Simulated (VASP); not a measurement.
# Hf (P6_3/mmc) in VASP: notebook

The runs below take Hf through single point, with r2SCAN.

All numbers are computed with VASP 6.6.1; they aren't measurements. Logs are shortened: lines on timing, memory, paths and dates and some standing lists are left out, and cuts for length are marked.

## 1. The cell of the first run

It takes space group P6_3/mmc (No. 194, hexagonal). The conventional cell has a = 3.199 Å, b = 3.199 Å, c = 5.051 Å, α = 90.00°, β = 90.00°, γ = 120.00°. Within 4.1 Å of Hf (site symmetry -6m2) lie 12 Hf at 3.13 to 3.20 Å.

## 2. Single point, r2SCAN

Contents of POSCAR:

```
Hf
1.0
    3.1987335297      0.0000000000      0.0000000000
   -1.5993667648      2.7701844966      0.0000000000
    0.0000000000      0.0000000000      5.0505021987
Hf
2
Direct
    0.3333333333      0.6666666667      0.2500000000
    0.6666666667      0.3333333333      0.7500000000
```

Contents of INCAR.step1:

```
SYSTEM = Hf
PREC = Accurate ; ENCUT = 520
ISMEAR = -1 ; SIGMA = 0.1
LREAL = .False. ; LASPH = .True.
NELM = 100 ; NBANDS = 17
GGA = PE ; ALGO = Normal
EDIFF = 1E-4 ; LWAVE = .True.
LCHARG = .False.
```

Contents of INCAR.step2:

```
SYSTEM = Hf
PREC = Accurate ; ENCUT = 520
EDIFF = 1E-7 ; ISMEAR = -1
SIGMA = 0.1 ; LREAL = .False.
LASPH = .True. ; NELM = 100
ALGO = Normal ; ISIF = 2
LWAVE = .False. ; LCHARG = .False.
METAGGA = R2SCAN ; LMIXTAU = .True.
NBANDS = 17 ; ISTART = 1
```

Contents of KPOINTS:

```
regular mesh
0
Gamma
  4 4 2
  0 0 0
```

Potentials or basis: VASP PAW PBE potentials, release 64 (Hf_pv).

On the command line:

```sh
> cat potpaw_PBE.64/Hf_pv/POTCAR > POTCAR
> cp INCAR.step1 INCAR
> mpirun -np 1 vasp_std > vasp.out
> cp INCAR.step2 INCAR
> mpirun -np 1 vasp_std > vasp.out
```

OUTCAR:

```text
SYSTEM = Hf
   PREC = Accurate
   ENCUT = 520
   EDIFF = 1E-7
   ISMEAR = -1
   LREAL = .False.
   LASPH = .True.
   NELM = 100
   ISIF = 2
   METAGGA = R2SCAN
   ISTART = 1

 ion  position               nearest neighbor table
   1  0.333  0.667  0.250-   2 3.13   2 3.13   2 3.13   2 3.13   2 3.13   2 3.13
   2  0.667  0.333  0.750-   1 3.13   1 3.13   1 3.13   1 3.13   1 3.13   1 3.13

  LATTYP: Found a hexagonal cell.
 ALAT       =     3.1987335297
 C/A-ratio  =     1.5789068242

  Lattice vectors:

 A1 = (   3.1987335297,   0.0000000000,   0.0000000000)
 A2 = (  -1.5993667648,   2.7701844966,   0.0000000000)
 A3 = (   0.0000000000,   0.0000000000,   5.0505021987)

Analysis of symmetry for initial positions (statically):
=====================================================================
 Subroutine PRICEL returns:
 Original cell was already a primitive cell.

 Routine SETGRP: Setting up the symmetry group for a
 hexagonal supercell.

 Subroutine GETGRP returns: Found 24 space group operations
 (whereof 12 operations were pure point group operations)
 out of a pool of 24 trial point group operations.

The static configuration has the point symmetry D_3d.
 The point group associated with its full space group is D_6h.

Analysis of symmetry for dynamics (positions and initial velocities):
=====================================================================
 Subroutine PRICEL returns:
 Original cell was already a primitive cell.

 Routine SETGRP: Setting up the symmetry group for a
 hexagonal supercell.

 Subroutine GETGRP returns: Found 24 space group operations
 (whereof 12 operations were pure point group operations)
 out of a pool of 24 trial point group operations.

The dynamic configuration has the point symmetry D_3d.
 The point group associated with its full space group is D_6h.

 Subroutine INISYM returns: Found 24 space group operations
 (whereof 12 operations are pure point group operations),
 and found     1 'primitive' translations

----------------------------------------------------------------------------------------

                                     Primitive cell

  volume of cell :      44.7529

  direct lattice vectors                    reciprocal lattice vectors
     3.198733530  0.000000000  0.000000000     0.312623728  0.180493393  0.000000000
    -1.599366765  2.770184497  0.000000000     0.000000000  0.360986787  0.000000000
     0.000000000  0.000000000  5.050502199     0.000000000  0.000000000  0.198000112

  length of vectors
     3.198733530  3.198733530  5.050502199     0.360986787  0.360986787  0.198000112

  position of ions in fractional coordinates (direct lattice)
     0.333333333  0.666666667  0.250000000
     0.666666667  0.333333333  0.750000000

  ion indices of the primitive-cell ions
   primitive index   ion index
                 1           1
                 2           2

----------------------------------------------------------------------------------------

 KPOINTS: regular mesh

Automatic generation of k-mesh.
 Grid dimensions read from file:
 generate k-points for:    4    4    2

 Generating k-lattice:

  Cartesian coordinates                     Fractional coordinates (reciprocal lattice)
     0.078155932  0.045123348  0.000000000     0.250000000  0.000000000  0.000000000
     0.000000000  0.090246697  0.000000000     0.000000000  0.250000000  0.000000000
     0.000000000  0.000000000  0.099000056     0.000000000  0.000000000  0.500000000

  Length of vectors
     0.090246697  0.090246697  0.099000056

  Shift w.r.t. Gamma in fractional coordinates (k-lattice)
     0.000000000  0.000000000  0.000000000

 Subroutine IBZKPT returns following result:
 ===========================================

 Found      8 irreducible k-points:

 Following reciprocal coordinates:
            Coordinates               Weight
  0.000000  0.000000  0.000000      1.000000
  0.250000 -0.000000  0.000000      6.000000
  0.500000 -0.000000  0.000000      3.000000
  0.250000  0.250000  0.000000      6.000000
  0.000000  0.000000  0.500000      1.000000
  0.250000 -0.000000  0.500000      6.000000
  0.500000 -0.000000  0.500000      3.000000
  0.250000  0.250000  0.500000      6.000000
   k-points           NKPTS =      8   k-points in BZ     NKDIM =      8   number of bands    NBANDS=     17
   number of dos      NEDOS =    301   number of ions     NIONS =      2
   total plane-waves  NPLWV =  23040
   dimension x,y,z NGX =    24 NGY =   24 NGZ =   40
   dimension x,y,z NGXF=    48 NGYF=   48 NGZF=   80
   ions per type =               2
   NGX,Y,Z   is equivalent  to a cutoff of  12.47, 12.47, 13.17 a.u.
   NGXF,Y,Z  is equivalent  to a cutoff of  24.95, 24.95, 26.33 a.u.
 SYSTEM =  Hf
   PREC   = accura    normal or accurate (medium, high low for compatibility)
   ISTART =      1    job   : 0-new  1-cont  2-samecut
   ICHARG =      0    charge: 1-file 2-atom 10-const
   ISPIN  =      1    spin polarized calculation?
   LNONCOLLINEAR =      F non collinear calculations
   LSORBIT =      F    spin-orbit coupling
   LASPH  =      T    aspherical Exc in radial PAW
   ENCUT  =  520.0 eV  38.22 Ry    6.18 a.u.   5.95  5.95  9.39*2*pi/ulx,y,z
   NELM   =    100;   NELMIN=  2; NELMDL=  0     # of ELM steps
   EDIFF  = 0.1E-06   stopping-criterion for ELM
   LREAL  =      F    real-space projection
   EDIFFG = 0.1E-05   stopping-criterion for IOM
   NSW    =      0    number of steps for IOM
   IBRION =     -1    ionic relax: 0-MD 1-quasi-New 2-CG
   NFREE  =      0    steps in history (QN), initial steepest desc. (CG)
   ISIF   =      2    stress and relaxation
   ISYM   =      2    0-nonsym 1-usesym 2-fastsym
   POTIM  = 0.5000    time-step for ionic-motion
   TEBEG  =    0.0;   TEEND  =   0.0 temperature during run
   PSTRESS=    0.0 pullay stress
   NELECT =      20.0000    total number of electrons
   NUPDOWN=      -1.0000    fix difference up-down
   EMIN   =  10.00;   EMAX   =-10.00  energy-range for DOS
   EFERMI =   0.00;   METHOD = LEGACY
   ISMEAR =    -1;   SIGMA  =   0.10  broadening in eV -4-tet -1-fermi 0-gaus
   EFERMI_NEDOS =   21; number of points for ismear=-14 and -15
   IALGO  =     38    algorithm
   IMIX   =      4    mixing-type and parameters
     AMIX     =   0.40;   BMIX     =  1.00
     AMIX_MAG =   1.60;   BMIX_MAG =  1.00
  volume/ion in A,a.u.               =      22.38       151.00
  Fermi-wavevector in a.u.,A,eV,Ry     =   1.251635  2.365247 21.314756  1.566590
  Thomas-Fermi vector in A             =   2.385573
   LORBIT       =      0    0 simple, 1 ext, 2 COOP (PROOUT), +10 PAW based schemes
   METAGGA = R2SCAN    functional components
   LHFCALC =     F    Hartree Fock is set to
   AEXX    =    0.0000 exact exchange contribution
   IVDW    =     0    specifies the selected vdW correction
   LEPSILON=     F    determine dielectric tensor
   LRPA    =     F    only Hartree local field effects (RPA)
 non-spin polarized calculation
  energy-cutoff  :      520.00
  volume of cell :       44.75
 maximum number of plane-waves:      1220
 NGX is ok and might be reduce to    24
   NGX = 11   NGY = 11   NGZ = 19

 number of electron      20.0000004 magnetization

 Free energy of the ion-electron system (eV)
  ---------------------------------------------------
  ext. energy  EPLUGINS =         0.00000000
  ---------------------------------------------------
  free energy    TOTEN  =       -90.24951535 eV

  energy without entropy =      -90.18823882  energy(sigma->0) =      -90.21887708

 E-fermi :   4.6177     XC(G=0): -12.1503

 val. band max:        4.2785130281   @ k =   0.2500  -0.0000   0.0000
 cond. band min:       4.6775602717   @ k =   0.2500   0.2500   0.5000
 fundamental gap:      0.3990472436
 Fermi energy:         4.6176668505

 k-point     1 :       0.0000    0.0000    0.0000
  band No.  band energies     occupation
      1     -27.4173      2.00000
      2     -26.6168      2.00000
      3     -26.6168      2.00000
      4     -26.5203      2.00000
      5     -26.4865      2.00000
      6     -26.4865      2.00000
[... 9 lines left out ...]
     16       7.7440      0.00000
     17      10.4872      0.00000

 k-point     2 :       0.2500   -0.0000    0.0000
  band No.  band energies     occupation
      1     -27.2643      2.00000
      2     -26.9116      2.00000
      3     -26.7825      2.00000
      4     -26.7107      2.00000
      5     -26.5970      2.00000
      6     -26.5288      2.00000
[... 9 lines left out ...]
     16       8.6969      0.00000
     17      11.3141      0.00000

 k-point     3 :       0.5000   -0.0000    0.0000
  band No.  band energies     occupation
      1     -27.2054      2.00000
      2     -27.0515      2.00000
      3     -27.0368      2.00000
      4     -26.7971      2.00000
      5     -26.7473      2.00000
      6     -26.5765      2.00000
[... 9 lines left out ...]
     16      11.6650      0.00000
     17      12.0725      0.00000

 k-point     4 :       0.2500    0.2500    0.0000
  band No.  band energies     occupation
      1     -27.0815      2.00000
      2     -27.0402      2.00000
      3     -27.0139      2.00000
      4     -26.8418      2.00000
      5     -26.7438      2.00000
      6     -26.7061      2.00000
[... 9 lines left out ...]
     16      11.0947      0.00000
     17      11.8158      0.00000

 k-point     5 :       0.0000    0.0000    0.5000
  band No.  band energies     occupation
      1     -26.9851      2.00000
      2     -26.9851      2.00000
      3     -26.5519      2.00000
      4     -26.5519      2.00000
      5     -26.5519      2.00000
      6     -26.5519      2.00000
[... 9 lines left out ...]
     16       9.9724      0.00000
     17       9.9724      0.00000

 k-point     6 :       0.2500   -0.0000    0.5000
  band No.  band energies     occupation
      1     -27.0846      2.00000
      2     -27.0846      2.00000
      3     -26.6972      2.00000
      4     -26.6972      2.00000
      5     -26.6205      2.00000
      6     -26.6205      2.00000
[... 9 lines left out ...]
     16       9.8787      0.00000
     17      10.1603      0.00000

 k-point     7 :       0.5000   -0.0000    0.5000
  band No.  band energies     occupation
      1     -27.2884      2.00000
      2     -27.2884      2.00000
      3     -26.7252      2.00000
      4     -26.7252      2.00000
      5     -26.6880      2.00000
      6     -26.6880      2.00000
[... 9 lines left out ...]
     16      11.2262      0.00000
     17      11.3466      0.00000

 k-point     8 :       0.2500    0.2500    0.5000
  band No.  band energies     occupation
      1     -27.2018      2.00000
      2     -27.2018      2.00000
      3     -26.8562      2.00000
      4     -26.8562      2.00000
      5     -26.6500      2.00000
      6     -26.6500      2.00000
[... 9 lines left out ...]
     16      10.7152      0.00000
     17      12.1002      0.00000

------------------------ aborting loop because EDIFF is reached ----------------------------------------

  FORCE on cell =-STRESS in cart. coord.  units (eV):
  Direction    XX          YY          ZZ          XY          YZ          ZX
  --------------------------------------------------------------------------------------
  -------------------------------------------------------------------------------------
  Total       -0.2701405     -0.2701405     -0.6334115     -0.0000000      0.0000000     -0.0000000
  in kB       -9.6711688     -9.6711688    -22.6764557     -0.0000000      0.0000000     -0.0000000
  external PRESSURE =     -14.0062644 kB  Pullay stress =       0.0000000 kB

 VOLUME and BASIS-vectors are now :
 -----------------------------------------------------------------------------
  energy-cutoff  :      520.00
  volume of cell :       44.75
      direct lattice vectors                 reciprocal lattice vectors
     3.198733530  0.000000000  0.000000000     0.312623728  0.180493393  0.000000000
    -1.599366765  2.770184497  0.000000000     0.000000000  0.360986787  0.000000000
     0.000000000  0.000000000  5.050502199     0.000000000  0.000000000  0.198000112

 POSITION                                       TOTAL-FORCE (eV/Angst)
 -----------------------------------------------------------------------------------
     -0.00000      1.84679      1.26263         0.000000      0.000000      0.000000
      1.59937      0.92339      3.78788        -0.000000     -0.000000      0.000000
 -----------------------------------------------------------------------------------
    total drift:                               -0.000000      0.000000     -0.000000

  FREE ENERGIE OF THE ION-ELECTRON SYSTEM (eV)
  ---------------------------------------------------
  free  energy   TOTEN  =       -90.2495153492 eV

  energy  without entropy=      -90.1882388170  energy(sigma->0) =      -90.21887708
```

Wall time 52 s (1 thread of AMD EPYC 7R43 (Zen 3), shared host); peak memory 0.13 GiB.

What came out:

```yaml
Free_energy: -90.2495 eV
Pressure: -1.4 GPa
Band_gap_on_the_k_mesh: zero (band 10 reaches 6.18 eV, above the bottom of band 11 at 4.68 eV)
```

Levels at points of the mesh, in eV from the Fermi level:
| k point | band 7 | band 8 | band 9 | band 10 | band 11 | band 12 | band 13 | band 14 |
| --- | --- | --- | --- | --- | --- | --- | --- | --- |
| (0.00, 0.00, 0.00) | -7.54 | -3.62 | 0.63 | 1.56 | 1.56 | 1.87 | 2.44 | 2.44 |
| (0.50, 0.00, 0.00) | -3.28 | -2.63 | -2.11 | -0.81 | 1.15 | 1.18 | 2.05 | 6.44 |
| (0.00, 0.00, 0.50) | -5.47 | -5.47 | 0.37 | 0.37 | 1.46 | 1.46 | 1.46 | 1.46 |
| (0.50, 0.00, 0.50) | -3.31 | -3.31 | -0.79 | -0.79 | 1.29 | 1.29 | 3.09 | 3.09 |

Caveat: the k points lie up to 0.62 Å⁻¹ apart; the PAW data sets were made with another functional, which shifts forces and pressure a little; spin-orbit coupling is left out, which moves the levels of the heavy elements.

## 3. Single point, r2SCAN

POSCAR is that of step 2.

Contents of INCAR.step1:

```
PREC = Accurate ; ENCUT = 520
ISMEAR = -1 ; SIGMA = 0.1
LREAL = False ; LASPH = True
NELM = 100 ; NBANDS = 17
GGA = PE ; ALGO = Normal
EDIFF = 1E-4 ; LWAVE = True
LCHARG = False
```

Contents of INCAR.step2:

```
PREC = Accurate ; ENCUT = 520
EDIFF = 1E-7 ; ISMEAR = -1
SIGMA = 0.1 ; LREAL = False
LASPH = True ; NELM = 100
ALGO = Normal ; ISIF = 2
LWAVE = False ; LCHARG = False
METAGGA = R2SCAN ; LMIXTAU = True
NBANDS = 17 ; ISTART = 1
```

Contents of KPOINTS:

```
regular mesh
0
Gamma
  6 6 3
```

Potentials or basis: VASP PAW PBE potentials, release 64 (Hf_pv).

On the command line:

```sh
> cat potpaw_PBE.64/Hf_pv/POTCAR > POTCAR
> cp INCAR.step1 INCAR
> mpirun -np 1 vasp_std > vasp.out
> cp INCAR.step2 INCAR
> mpirun -np 1 vasp_std > vasp.out
```

It took 80 s on 1 thread of AMD EPYC 7R43 (Zen 3), shared host; peak memory 0.13 GiB.

Results (log left out):

```yaml
Free_energy: -90.2910 eV
Pressure: -0.1 GPa
Band_gap_on_the_k_mesh: zero (band 10 reaches 6.16 eV, above the bottom of band 11 at 4.67 eV)
```

Stress tensor (GPa, compression positive):
```
 0.01  0.00  0.00
 0.00  0.01  0.00
 0.00  0.00 -0.20
```

Levels at points of the mesh, in eV from the Fermi level:
| k point | band 7 | band 8 | band 9 | band 10 | band 11 | band 12 | band 13 | band 14 |
| --- | --- | --- | --- | --- | --- | --- | --- | --- |
| (0.00, 0.00, 0.00) | -7.84 | -3.93 | 0.33 | 1.24 | 1.24 | 1.58 | 2.12 | 2.12 |
| (0.50, 0.00, 0.00) | -3.58 | -2.93 | -2.41 | -1.11 | 0.84 | 0.88 | 1.74 | 6.10 |

Caveat: the k points lie up to 0.41 Å⁻¹ apart; the PAW data sets were made with another functional, which shifts forces and pressure a little; spin-orbit coupling is left out, which moves the levels of the heavy elements.
